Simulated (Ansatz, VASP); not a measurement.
Two plane-wave programs on NbRu3

```
CELL_PARAMETERS angstrom
3.88000 0.00000 0.00000
0.00000 3.88000 0.00000
0.00000 0.00000 3.95760
ATOMIC_POSITIONS crystal
Nb 0.00000 0.00000 0.00000
Ru 0.00000 0.50000 0.50000
Ru 0.50000 0.00000 0.50000
Ru 0.50000 0.50000 0.00000
```

Change from the starting cell: zz strain of +2 %, PAW files.

Alike in both runs: task electric field gradients; functional LDA; k mesh 9 × 9 × 9; occupations fermi-dirac, width 0.05 eV; no spin polarisation.

```csv
,VASP,Ansatz
version,VASP 6.6.1,Ansatz 0.2.0
potentials or method,"VASP PAW LDA potentials, release 64 (Nb_sv, Ru_pv)","PAW with Ansatz's default frozen-core files, scalar-relativistic"
plane-wave cutoff (eV),520,420
valence electrons in the cell,55,61
```

Ansatz gave:

- pressure (GPa): -16.3
- traceless stress, the component that is largest in VASP (GPa): -2.13
- size of Vzz on the site where it differs most (V/Å²): 9.2

Question: What did VASP give for the same quantities?

Answer: Pressure (GPa): -15.8; traceless stress, the component that is largest in VASP (GPa): -2.14; size of Vzz on the site where it differs most (V/Å²): 17.5.

LDA's correlation is that of Perdew and Zunger in VASP and of Perdew and Wang (1992) in Ansatz. VASP's potentials hold 55 valence electrons a cell and Ansatz's 61, so a difference there can come from the potentials and not from the codes.
